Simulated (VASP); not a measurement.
# P in VASP: settings compared

The runs below take P through single point, with PBE+D3(BJ), PBE+D4.

Program: VASP 6.6.1. These are calculated values, not measurements. Logs are shortened: lines on timing, memory, paths and dates and some standing lists are left out, and cuts for length are marked.

### 1 The cell of the first run

The cell holds a disordered packing, 16 atoms: a = 6.384 Å, b = 6.876 Å, c = 6.468 Å, α = 88.09°, β = 90.52°, γ = 98.56°.

### 2 Single point, PBE+D3(BJ)

INCAR

```
SYSTEM = P
ALGO = Normal
EDIFF = 1E-6
ENCUT = 400
GGA = PE
GGA_COMPAT = .False.
ISIF = 2
ISMEAR = 0
IVDW = 12
LASPH = .True.
LCHARG = .False.
LREAL = .False.
LWAVE = .False.
NBANDS = 54
NELM = 120
PREC = Accurate
SIGMA = 0.1
```

KPOINTS

```
k-points
0
Gamma
  5 5 5
  0 0 0
```

POSCAR

```
P
1.0
    6.3600800000     -0.5526810000     -0.0488190000
   -0.4301210000      6.8618340000      0.1217280000
   -0.0003770000      0.1013280000      6.4675970000
P
16
Direct
    0.0565963777      0.0808998822      0.6943069912
    0.4584313069      0.6695068531      0.3472260785
    0.9218709197      0.8913587355      0.2153733336
    0.9744329756      0.5507537538      0.5478706610
    0.1119860328      0.4280444974      0.0649590014
    0.3430019819      0.7538179355      0.0316753767
    0.9350708668      0.8177741146      0.8894670135
    0.7555442641      0.1544728655      0.1909660655
    0.7600091731      0.5654218402      0.2686283768
    0.4030190196      0.0659469766      0.1436016160
    0.3149179459      0.2553188337      0.8878058676
    0.2170197797      0.3978572603      0.3916535234
    0.4287336672      0.8879876839      0.5908602214
    0.8259999835      0.2903887306      0.7470590783
    0.5897983004      0.6988307454      0.8058223241
    0.6053644545      0.1924200618      0.4900872037
```

Potentials or basis: VASP PAW PBE potentials, release 64 (P).

Run with:

```sh
cat potpaw_PBE.64/P/POTCAR > POTCAR
mpirun -np 1 vasp_std > vasp.out
```

OUTCAR:

```text
SYSTEM = P
   EDIFF = 1E-6
   ENCUT = 400
   GGA = PE
   ISIF = 2
   ISMEAR = 0
   IVDW = 12
   LASPH = .True.
   LREAL = .False.
   NELM = 120
   PREC = Accurate
 IVDW          = 12

 ion  position               nearest neighbor table
   1  0.057  0.081  0.694-   7 2.22  14 2.24  11 2.28  12 2.95
   2  0.458  0.670  0.347-   9 2.22  13 2.24  12 2.25   6 2.25
   3  0.922  0.891  0.215-   7 2.19   8 2.23   9 2.34
   4  0.974  0.551  0.548-  12 2.26  14 2.26   9 2.27   7 2.96
   5  0.112  0.428  0.065-  12 2.22  11 2.23   6 2.50  14 2.83   8 2.84   9 2.91
   6  0.343  0.754  0.032-  15 2.24   2 2.25  10 2.27   5 2.50   7 2.84
   7  0.935  0.818  0.889-   3 2.19   1 2.22  15 2.30   6 2.84   4 2.96
   8  0.756  0.154  0.191-  16 2.21   3 2.23  10 2.26   5 2.84   9 2.88
   9  0.760  0.565  0.269-   2 2.22   4 2.27   3 2.34   8 2.88   5 2.91  16 2.94
  10  0.403  0.066  0.144-  11 2.19   8 2.26   6 2.27  16 2.68
  11  0.315  0.255  0.888-  10 2.19   5 2.23   1 2.28
  12  0.217  0.398  0.392-   5 2.22   2 2.25   4 2.26   1 2.95
  13  0.429  0.888  0.591-  15 2.22   2 2.24  16 2.30
  14  0.826  0.290  0.747-  16 2.22   1 2.24   4 2.26   5 2.83
  15  0.590  0.699  0.806-  13 2.22   6 2.24   7 2.30
  16  0.605  0.192  0.490-   8 2.21  14 2.22  13 2.30  10 2.68   9 2.94

  LATTYP: Found a triclinic cell.
 ALAT       =     6.8763789616
 B/A-ratio  =     0.9284297865
 C/A-ratio  =     0.9406681558
 COS(alpha) =     0.0090600519
 COS(beta)  =     0.0333357807
 COS(gamma) =     0.1488357502

  Lattice vectors:

 A1 = (  -0.4301210000,   6.8618340000,   0.1217280000)
 A2 = (  -6.3600800000,   0.5526810000,   0.0488190000)
 A3 = (  -0.0003770000,   0.1013280000,   6.4675970000)

Analysis of symmetry for initial positions (statically):
=====================================================================
 Subroutine PRICEL returns:
 Original cell was already a primitive cell.

 Routine SETGRP: Setting up the symmetry group for a
 triclinic supercell.

 Subroutine GETGRP returns: Found  1 space group operations
 (whereof  1 operations were pure point group operations)
 out of a pool of  2 trial point group operations.

The static configuration has the point symmetry C_1 .

Analysis of symmetry for dynamics (positions and initial velocities):
=====================================================================
 Subroutine PRICEL returns:
 Original cell was already a primitive cell.

 Routine SETGRP: Setting up the symmetry group for a
 triclinic supercell.

 Subroutine GETGRP returns: Found  1 space group operations
 (whereof  1 operations were pure point group operations)
 out of a pool of  2 trial point group operations.

The dynamic configuration has the point symmetry C_1 .

 Subroutine INISYM returns: Found  1 space group operations
 (whereof  1 operations are pure point group operations),
 and found     1 'primitive' translations

----------------------------------------------------------------------------------------

                                     Primitive cell

  volume of cell :     280.6438

  direct lattice vectors                    reciprocal lattice vectors
     6.360080000 -0.552681000 -0.048819000     0.158090962  0.009912222 -0.000146080
    -0.430121000  6.861834000  0.121728000     0.012719225  0.146571637 -0.002295600
    -0.000377000  0.101328000  6.467597000     0.000953918 -0.002683836  0.154659034

  length of vectors
     6.384235051  6.876378962  6.468390716     0.158401470  0.147140387  0.154685261

  position of ions in fractional coordinates (direct lattice)
     0.056596378  0.080899882  0.694306991
     0.458431307  0.669506853  0.347226079
     0.921870920  0.891358735  0.215373334
     0.974432976  0.550753754  0.547870661
     0.111986033  0.428044497  0.064959001
     0.343001982  0.753817936  0.031675377
[... 8 lines left out ...]
     0.589798300  0.698830745  0.805822324
     0.605364454  0.192420062  0.490087204

  ion indices of the primitive-cell ions
   primitive index   ion index
                 1           1
                 2           2
                 3           3
                 4           4
                 5           5
                 6           6
[... 8 lines left out ...]
                15          15
                16          16

----------------------------------------------------------------------------------------

 KPOINTS: k-points

Automatic generation of k-mesh.
 Grid dimensions read from file:
 generate k-points for:    5    5    5

 Generating k-lattice:

  Cartesian coordinates                     Fractional coordinates (reciprocal lattice)
     0.031618192  0.001982444 -0.000029216     0.200000000 -0.000000000 -0.000000000
     0.002543845  0.029314327 -0.000459120    -0.000000000  0.200000000  0.000000000
     0.000190784 -0.000536767  0.030931807    -0.000000000  0.000000000  0.200000000

  Length of vectors
     0.031680294  0.029428077  0.030937052

  Shift w.r.t. Gamma in fractional coordinates (k-lattice)
     0.000000000  0.000000000  0.000000000

 Subroutine IBZKPT returns following result:
 ===========================================

 Found     63 irreducible k-points:

 Following reciprocal coordinates:
            Coordinates               Weight
  0.000000  0.000000  0.000000      1.000000
  0.200000 -0.000000  0.000000      2.000000
  0.400000 -0.000000  0.000000      2.000000
  0.000000  0.200000  0.000000      2.000000
  0.200000  0.200000  0.000000      2.000000
  0.400000  0.200000  0.000000      2.000000
[... 16 lines left out ...]
 -0.200000  0.200000  0.200000      2.000000
  0.000000  0.400000  0.200000      2.000000
 [... further k-points ...]
   k-points           NKPTS =     63   k-points in BZ     NKDIM =     63   number of bands    NBANDS=     54
   number of dos      NEDOS =    301   number of ions     NIONS =     16
   total plane-waves  NPLWV =  84672
   dimension x,y,z NGX =    42 NGY =   48 NGZ =   42
   dimension x,y,z NGXF=    84 NGYF=   96 NGZF=   84
   ions per type =              16
   NGX,Y,Z   is equivalent  to a cutoff of  10.94, 11.60, 10.79 a.u.
   NGXF,Y,Z  is equivalent  to a cutoff of  21.87, 23.21, 21.59 a.u.
 SYSTEM =  P
   PREC   = accura    normal or accurate (medium, high low for compatibility)
   ISTART =      0    job   : 0-new  1-cont  2-samecut
   ICHARG =      2    charge: 1-file 2-atom 10-const
   ISPIN  =      1    spin polarized calculation?
   LNONCOLLINEAR =      F non collinear calculations
   LSORBIT =      F    spin-orbit coupling
   LASPH  =      T    aspherical Exc in radial PAW
   ENCUT  =  400.0 eV  29.40 Ry    5.42 a.u.  10.41 11.21 10.55*2*pi/ulx,y,z
   NELM   =    120;   NELMIN=  2; NELMDL= -5     # of ELM steps
   EDIFF  = 0.1E-05   stopping-criterion for ELM
   LREAL  =      F    real-space projection
   EDIFFG = 0.1E-04   stopping-criterion for IOM
   NSW    =      0    number of steps for IOM
   IBRION =     -1    ionic relax: 0-MD 1-quasi-New 2-CG
   NFREE  =      0    steps in history (QN), initial steepest desc. (CG)
   ISIF   =      2    stress and relaxation
   ISYM   =      2    0-nonsym 1-usesym 2-fastsym
   POTIM  = 0.5000    time-step for ionic-motion
   TEBEG  =    0.0;   TEEND  =   0.0 temperature during run
   PSTRESS=    0.0 pullay stress
   NELECT =      80.0000    total number of electrons
   NUPDOWN=      -1.0000    fix difference up-down
   EMIN   =  10.00;   EMAX   =-10.00  energy-range for DOS
   EFERMI =   0.00;   METHOD = LEGACY
   ISMEAR =     0;   SIGMA  =   0.10  broadening in eV -4-tet -1-fermi 0-gaus
   EFERMI_NEDOS =   21; number of points for ismear=-14 and -15
   IALGO  =     38    algorithm
   IMIX   =      4    mixing-type and parameters
     AMIX     =   0.40;   BMIX     =  1.00
     AMIX_MAG =   1.60;   BMIX_MAG =  1.00
  volume/ion in A,a.u.               =      17.54       118.37
  Fermi-wavevector in a.u.,A,eV,Ry     =   1.077423  2.036035 15.794200  1.160841
  Thomas-Fermi vector in A             =   2.213335
   LORBIT       =      0    0 simple, 1 ext, 2 COOP (PROOUT), +10 PAW based schemes
   GGA     = PE    functional components
   LHFCALC =     F    Hartree Fock is set to
   AEXX    =    0.0000 exact exchange contribution
   IVDW    =    12    specifies the selected vdW correction
   LEPSILON=     F    determine dielectric tensor
   LRPA    =     F    only Hartree local field effects (RPA)
 non-spin polarized calculation
 Gauss-broadening in eV      SIGMA  =   0.10
  energy-cutoff  :      400.00
  volume of cell :      280.64
 maximum number of plane-waves:      5118
 NGX is ok and might be reduce to    42
   NGX = 21   NGY = 23   NGZ = 21

 number of electron      79.9999993 magnetization

 Free energy of the ion-electron system (eV)
  ---------------------------------------------------
  ext. energy  EPLUGINS =         0.00000000
  ---------------------------------------------------
  free energy    TOTEN  =       -82.47251446 eV

  energy without entropy =      -82.45872751  energy(sigma->0) =      -82.46562099

 E-fermi :   7.4712     XC(G=0): -10.2676

 val. band max:        7.4648241585   @ k =   0.0000   0.4000   0.2000
 cond. band min:       7.5028556772   @ k =  -0.2000   0.0000   0.4000
 fundamental gap:      0.0380315186
 Fermi energy:         7.4712066478

 k-point     1 :       0.0000    0.0000    0.0000
  band No.  band energies     occupation
      1      -8.6061      2.00000
      2      -6.6774      2.00000
      3      -6.3685      2.00000
      4      -6.0435      2.00000
      5      -5.9865      2.00000
      6      -5.7356      2.00000
[... 44 lines left out ...]
     51       9.9138      0.00000
     52      10.1153      0.00000

 k-point     2 :       0.2000   -0.0000    0.0000
  band No.  band energies     occupation
      1      -8.4961      2.00000
      2      -6.9876      2.00000
      3      -6.4210      2.00000
      4      -6.0728      2.00000
      5      -5.7513      2.00000
      6      -5.5795      2.00000
[... 44 lines left out ...]
     51       9.9889      0.00000
     52      10.0497      0.00000
[... 1153 lines left out ...]
     51      10.2822      0.00000
     52      10.4099      0.00000

 k-point    24 :       0.0000    0.4000    0.2000
  band No.  band energies     occupation
      1      -8.1793      2.00000
      2      -7.5695      2.00000
      3      -6.5006      2.00000
      4      -6.0728      2.00000
      5      -5.6984      2.00000
      6      -5.2773      2.00000
[... 44 lines left out ...]
     51      10.1803      0.00000
     52      10.3784      0.00000

 [... further k-points ...]

 [bands above 52 left out]

------------------------ aborting loop because EDIFF is reached ----------------------------------------

 Edisp (eV)   -6.38099

 E8    (eV) :    -2.4101

  FORCE on cell =-STRESS in cart. coord.  units (eV):
  Direction    XX          YY          ZZ          XY          YZ          ZX
  --------------------------------------------------------------------------------------
  -------------------------------------------------------------------------------------
  Total      -0.08546    -0.38818    -0.55955     0.21600     0.05673     0.07342
  in kB      -0.48786    -2.21610    -3.19445     1.23315     0.32387     0.41912
  external pressure =       -1.97 kB  Pullay stress =        0.00 kB

 VOLUME and BASIS-vectors are now :
 -----------------------------------------------------------------------------
  energy-cutoff  :      400.00
  volume of cell :      280.64
      direct lattice vectors                 reciprocal lattice vectors
     6.360080000 -0.552681000 -0.048819000     0.158090962  0.009912222 -0.000146080
    -0.430121000  6.861834000  0.121728000     0.012719225  0.146571637 -0.002295600
    -0.000377000  0.101328000  6.467597000     0.000953918 -0.002683836  0.154659034

 POSITION                                       TOTAL-FORCE (eV/Angst)
 -----------------------------------------------------------------------------------
      0.32490      0.59419      4.49758        -0.032941      0.024474      0.032237
      2.62756      4.37586      2.30484        -0.013500     -0.022099      0.029848
      5.47970      5.62868      1.45645        -0.002983      0.000677     -0.065535
      5.96037      3.29614      3.56288        -0.023589     -0.031268     -0.014329
      0.52810      2.88186      0.46677         0.127374     -0.017500      0.003319
      1.85728      4.98621      0.27988         0.029439     -0.006040      0.017717
[... 8 lines left out ...]
      3.45028      4.55094      5.26801         0.014130      0.031112      0.008608
      3.76722      1.03544      3.16356        -0.003583     -0.016937      0.070679
 -----------------------------------------------------------------------------------
    total drift:                                0.000163     -0.000288     -0.000156

  FREE ENERGIE OF THE ION-ELECTRON SYSTEM (eV)
  ---------------------------------------------------
  free  energy   TOTEN  =       -88.8534999094 eV

  energy  without entropy=      -88.8397129650  energy(sigma->0) =      -88.84660644
```

Wall time 5.5 min (1 thread of Intel Xeon 6975P-C (Granite Rapids), shared host); peak memory 0.54 GiB.

What came out:

```yaml
Free_energy: -88.8535 eV
Pressure: -0.2 GPa
Largest_force: 0.155 eV/Å
Band_gap_on_the_k_mesh: zero (bands 40 and 41 overlap by 0.46 eV)
Dispersion_energy_per_atom: -0.399 eV
```

Forces on the atoms (eV/Å):
```
P   -0.033  0.024  0.032
P   -0.013 -0.022  0.030
P   -0.003  0.001 -0.066
P   -0.024 -0.031 -0.014
P    0.127 -0.018  0.003
P    0.029 -0.006  0.018
P   -0.009  0.031 -0.003
P   -0.141 -0.030  0.057
P   -0.009  0.029  0.008
P    0.027  0.044 -0.061
P   -0.008 -0.025  0.068
P   -0.018  0.022 -0.077
P    0.045  0.001 -0.009
P    0.019 -0.035 -0.067
P    0.014  0.031  0.009
P   -0.004 -0.017  0.071
```

Stress tensor (GPa, compression positive):
```
-0.05  0.12  0.04
 0.12 -0.22  0.03
 0.04  0.03 -0.32
```

### 3 Single point, PBE+D4

INCAR

```
SYSTEM = P
ALGO     = Normal         ! electronic algorithm
EDIFF    = 1E-6           ! SCF threshold, eV
ENCUT    = 400            ! plane-wave cutoff, eV
GGA      = PE             ! functional
GGA_COMPAT= .FALSE.      
ISIF     = 2              ! what is computed and relaxed
ISMEAR   = 0              ! smearing method
IVDW     = 13             ! dispersion correction
LASPH    = .TRUE.         ! aspherical terms in the spheres
LCHARG   = .FALSE.        ! write CHGCAR
LREAL    = .FALSE.        ! projectors in reciprocal space
LWAVE    = .FALSE.        ! write WAVECAR
NBANDS   = 54             ! bands
NELM     = 120            ! most SCF steps
PREC     = Accurate       ! precision mode
SIGMA    = 0.1            ! smearing width, eV
```

KPOINTS

```
k-points
0
G
  5 5 5
  0 0 0
```

POSCAR is that of step 2.

Potentials or basis: VASP PAW PBE potentials, release 64 (P).

Run with:

```sh
cat potpaw_PBE.64/P/POTCAR > POTCAR
mpirun -np 1 vasp_std > vasp.out
```

Wall time 5.5 min (1 thread of Intel Xeon 6975P-C (Granite Rapids), shared host); peak memory 0.52 GiB.

The run converged. Its results:

```
Free energy                : -89.1814 eV
Pressure                   : -0.1 GPa
Largest force              : 0.154 eV/Å
Band gap on the k mesh     : zero (bands 40 and 41 overlap by 0.46 eV)
Dispersion energy per atom : -0.419 eV
```

Forces in eV/Å, atoms in the order of the input:
```
P   -0.034  0.020  0.029
P   -0.014 -0.024  0.029
P   -0.002  0.003 -0.062
P   -0.023 -0.029 -0.014
P    0.127 -0.017  0.004
P    0.030 -0.007  0.018
P   -0.011  0.030 -0.005
P   -0.141 -0.031  0.056
P   -0.010  0.032  0.007
P    0.029  0.045 -0.061
P   -0.005 -0.024  0.072
P   -0.015  0.023 -0.078
P    0.045 -0.001 -0.010
P    0.015 -0.035 -0.064
P    0.013  0.032  0.009
P   -0.005 -0.019  0.071
```

Stress tensor (GPa, compression positive):
```
 0.09  0.12  0.04
 0.12 -0.08  0.03
 0.04  0.03 -0.18
```

Levels at points of the mesh, in eV from the Fermi level:
| k point | band 38 | band 39 | band 40 | band 41 | band 42 | band 43 |
| --- | --- | --- | --- | --- | --- | --- |
| (0.00, 0.00, 0.00) | -0.95 | -0.47 | 0.36 | 0.60 | 0.77 | 1.02 |
